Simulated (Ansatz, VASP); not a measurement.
# ZnPtC6N6: VASP beside Ansatz

```
Zn Pt C N
1.0
     0.00000    5.26100    5.26100
     5.26100    0.00000    5.26100
     5.26100    5.26100    0.00000
Zn Pt C N
1 1 6 6
Direct
  0.50000 0.50000 0.50000
  0.00000 0.00000 0.00000
  0.19290 0.19290 0.80710
  0.80710 0.80710 0.19290
  0.80710 0.19290 0.19290
  0.19290 0.80710 0.80710
  0.19290 0.80710 0.19290
  0.80710 0.19290 0.80710
  0.29570 0.29570 0.70430
  0.70430 0.70430 0.29570
  0.70430 0.29570 0.29570
  0.29570 0.70430 0.70430
  0.29570 0.70430 0.29570
  0.70430 0.29570 0.70430
```

Alike in both runs: task electric field gradients; functional PBE; k mesh 6 × 6 × 6; occupations fermi-dirac, width 0.05 eV; no spin polarisation.

|  | VASP | Ansatz |
| --- | --- | --- |
| version | VASP 6.6.1 | Ansatz 0.2.0 |
| potentials or method | VASP PAW PBE potentials, release 64 (Zn, Pt, C, N) | plane-wave PAW, scalar-relativistic |
| plane-wave cutoff (eV) | 520 | 420 |
| valence electrons in the cell | 76 | 84 |

Ansatz gave:

| Quantity | Value |
| --- | --- |
| gap on the k mesh at the Fermi level (eV) | 5.24 |
| pressure (GPa) | 13.1 |
| rms of the force components (eV/Å) | 6.124 |
| size of Vzz on the site where it differs most (V/Å²) | 72.5 |

Q: Estimate VASP's values.

A: gap on the k mesh at the Fermi level (eV): 5.17; pressure (GPa): 14.3; rms of the force components (eV/Å): 6.749; size of Vzz on the site where it differs most (V/Å²): 89.5.

Atom by atom the forces differ by 0.625 eV/Å (rms over components). VASP's potentials hold 76 valence electrons a cell and Ansatz's 84, so a difference there can come from the potentials and not from the codes.

Neither program's run includes spin-orbit coupling. Noted on VASP's run: the standard files for N, O and F lose accuracy on very short bonds.
